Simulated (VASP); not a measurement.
Set up this calculation in VASP 6.6.1, as the native input.

```
Task                   : single point
Functional             : LDA
Potentials or basis    : VASP PAW LDA potentials, release 64 (Ba_sv)
Cutoff                 : 520 eV
k mesh                 : 11 × 11 × 11
Occupations            : fermi-dirac, width 0.05 eV
Spin                   : no spin polarisation
Dipole correction      : no
Further INCAR settings : ALGO = Normal; EDIFF = 1e-06; NBANDS = 11
```

The structure of Ba lies in POSCAR:

```
Ba
1.0
   -1.8230033834      1.8230033834      1.8230033834
    1.8230033834     -1.8230033834      1.8230033834
    1.8230033834      1.8230033834     -1.8230033834
Ba
1
Direct
    0.0000000000      0.0000000000      0.0000000000
```

These files were run (other wordings do the same):

INCAR

```
PREC = Accurate
ENCUT = 520
EDIFF = 1E-6
ISMEAR = -1
SIGMA = 0.05
LREAL = False
LASPH = True
NELM = 100
ALGO = Normal
ISIF = 2
LWAVE = False
LCHARG = False
GGA = CA
NBANDS = 11
```

KPOINTS

```
Automatic mesh
0
Gamma
  11 11 11
```

Potentials or basis: VASP PAW LDA potentials, release 64 (Ba_sv).

Launch:

```bash
$ cat potpaw_LDA.64/Ba_sv/POTCAR > POTCAR
$ mpirun -np 1 vasp_std > vasp.out
```

Results of the run:

```yaml
Pressure: 31.0 GPa
Band_gap_on_the_k_mesh: zero (bands 5 and 6 overlap by 5.07 eV)
```

Caveat: the cell stands under pressure; spin-orbit coupling is left out, which moves the levels of the heavy elements.

Wall time 19 s on 1 thread of AMD EPYC 7R43 64-Core Processor (Zen 3) (shared host), peak memory 0.1 GiB.
